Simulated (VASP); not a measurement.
The system is AlN.

```
Al N
1.0
     0.00000    2.03452    2.03452
     2.03452    0.00000    2.03452
     2.03452    2.03452    0.00000
Al N
1 1
Direct
  0.50000 0.50000 0.50000
  0.00000 0.00000 0.00000
```

Base run:

| Quantity | Value |
| --- | --- |
| Program | VASP 6.6.1 |
| Functional | BLYP |
| Potentials or basis | VASP PAW PBE potentials, release 64 (Al, N) |
| Cutoff | 520 eV |
| k mesh | 11 × 11 × 11 |
| Occupations | fermi-dirac, width 0.05 eV |
| Spin | no spin polarisation |

Its results: band gap on the k mesh 4.65 eV, indirect (least direct gap 5.66 eV); pressure 4.9 GPa.

Q: The run is repeated on the same cell with these changes: functional from BLYP to r2SCAN. What comes out?

A: Band gap on the k mesh 5.42 eV, indirect (least direct gap 6.23 eV); pressure -6.9 GPa.

r2SCAN gives the wider gap, since meta-GGAs in the generalised Kohn-Sham scheme recover part of the derivative discontinuity.

Caveats: the PAW data sets were made with another functional, which shifts forces and pressure a little.

A k mesh can miss the band edges.
